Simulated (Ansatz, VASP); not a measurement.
**One calculation of Be, two programs**

File INCAR:

```
SYSTEM = Be
PREC = Accurate ; ENCUT = 520
EDIFF = 1E-6 ; ISMEAR = -1
SIGMA = 0.05 ; LREAL = .False.
LASPH = .True. ; NELM = 80
ALGO = Normal ; ISIF = 2
LWAVE = .False. ; LCHARG = .True.
GGA = CA ; LELF = .True.
LVHAR = .True. ; NBANDS = 9
```

Contents of KPOINTS:

```
Automatic mesh
0
Gamma
  13 13 8
  0 0 0
```

POSCAR

```
Be
1.0
    2.2386481342      0.0000000000      0.0000000000
   -1.1193240671      1.9387261544      0.0000000000
    0.0000000000      0.0000000000      3.5110325309
Be
2
Direct
    0.6666666667      0.3333333333      0.7500000000
    0.3333333333      0.6666666667      0.2500000000
```

File input.yaml:

```yaml
crystal:
  lattice:
    - [2.2386481342, 0.0, 0.0]
    - [-1.1193240671, 1.9387261544, 0.0]
    - [0.0, 0.0, 3.5110325309]
  atoms:
    - { symbol: Be, position: [0.6666666667, 0.3333333333, 0.75] }
    - { symbol: Be, position: [0.3333333333, 0.6666666667, 0.25] }
kpoints:
  mp_grid: { grid: [13, 13, 8] }
scf:
  occupations: { method: fermi_dirac, width: 0.05 }
hamiltonian:
  xc: lda
  pseudopotentials: { kind: all_electron, lapw: { basis_error: 0.001 } }
output:
  forces: true
  stress: true
  eigenvalues: true
```

Change from the starting cell: volume scaled by 0.94.

Alike in both runs: task single point; functional LDA; k mesh 13 × 13 × 8; occupations fermi-dirac, width 0.05 eV; no spin polarisation.

|  | VASP | Ansatz |
| --- | --- | --- |
| version | VASP 6.6.1 | Ansatz 0.2.0 |
| potentials or method | VASP PAW LDA potentials, release 64 (Be), cutoff 520 eV | all-electron LAPW, scalar-relativistic |

Ansatz gave:

```
gap on the k mesh at the Fermi level (eV)                     : none
pressure (GPa)                                                : -1.2
traceless stress, the component that is largest in VASP (GPa) : -0.06
```

Q: What did VASP give for the same quantities?

A: gap on the k mesh at the Fermi level (eV): none; pressure (GPa): -0.6; traceless stress, the component that is largest in VASP (GPa): -0.04.

LDA's correlation is that of Perdew and Zunger in VASP and of Perdew and Wang (1992) in Ansatz. A gap of «none» marks a metal or a gap that the smearing closes. Ansatz ran all-electron here, and VASP with PAW potentials.
